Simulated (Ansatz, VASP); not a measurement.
**One calculation of Nb, two programs**

INCAR

```
SYSTEM = Nb
ALGO = Normal
EDIFF = 1E-7
ENCUT = 520
GGA = PE
ISIF = 2
ISMEAR = -1
LASPH = .TRUE.
LCHARG = .FALSE.
LREAL = .FALSE.
LWAVE = .FALSE.
NBANDS = 12
NELM = 100
PREC = Accurate
SIGMA = 0.03
```

KPOINTS

```
k-points
0
G
  15 15 15
  0 0 0
```

Contents of POSCAR:

```
Nb
1.0
   -1.6912327179      1.6912327179      1.6912327179
    1.6912327179     -1.6912327179      1.6912327179
    1.6912327179      1.6912327179     -1.6912327179
Nb
1
Direct
    0.0000000000      0.0000000000      0.0000000000
```

Input for Ansatz:

```yaml
crystal:
  lattice:
    - [-1.6912327179, 1.6912327179, 1.6912327179]
    - [1.6912327179, -1.6912327179, 1.6912327179]
    - [1.6912327179, 1.6912327179, -1.6912327179]
  atoms:
    - { symbol: Nb, position: [0.0, 0.0, 0.0] }
kpoints:
  mp_grid: { grid: [15, 15, 15] }
scf:
  occupations: { method: fermi_dirac, width: 0.03 }
hamiltonian:
  xc: pbe
  pseudopotentials: { kind: all_electron, lapw: { basis_error: 0.001 } }
output:
  forces: true
  stress: true
  eigenvalues: true
```

Change from the starting cell: volume scaled by 1.05.

Alike in both runs: task single point; functional PBE; k mesh 15 × 15 × 15; occupations fermi-dirac, width 0.03 eV; no spin polarisation.

|  | VASP | Ansatz |
| --- | --- | --- |
| version | VASP 6.6.1 | Ansatz 0.2.0 |
| potentials or method | VASP PAW PBE potentials, release 64 (Nb_sv), cutoff 520 eV | all-electron LAPW, scalar-relativistic |

```tsv
	VASP	Ansatz	Ansatz less VASP
pressure (GPa)	-9.9	-9.7	+0.27
```

Ansatz ran all-electron here, and VASP with PAW potentials.
